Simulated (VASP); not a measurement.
Runs of VASP 6.6.1 on Ca3TlN. It takes space group Pm-3m (No. 221, cubic). The conventional cell has a = 4.954 Å, b = 4.954 Å, c = 4.954 Å, α = 90.00°, β = 90.00°, γ = 90.00°. Ca (site symmetry 4/mmm) has 2 N at 2.48 Å within 3.3 Å. Within 4.6 Å of Tl (site symmetry m-3m) lie 12 Ca at 3.50 Å and 8 N at 4.29 Å. Within 3.3 Å of N (site symmetry m-3m) lie 6 Ca at 2.48 Å. 

```csv
k mesh,gap on the mesh (eV),pressure (GPa)
5 × 5 × 5,none,-4.1
4 × 4 × 4,none,-4.1
2 × 2 × 2,none,-4.6
3 × 3 × 3,none,(a)
```

Alike in all rows: task single point; level LDA; potentials or basis VASP PAW LDA potentials, release 64 (Ca_sv, Tl_d, N); no spin polarisation; cell as given; cutoff (eV) 600; smearing fermi-dirac 0.2 eV.

Task: Estimate the missing entries.

Result: (a) -4.3.

Caveats: some runs use coarse meshes; spin-orbit coupling is left out, which moves the levels of the heavy elements; the cell stands under tension (at least some runs).

A k mesh can miss the band edges, and the runs leave out spin-orbit coupling on Tl.

A gap of «none» marks levels without a gap at the run's occupations.
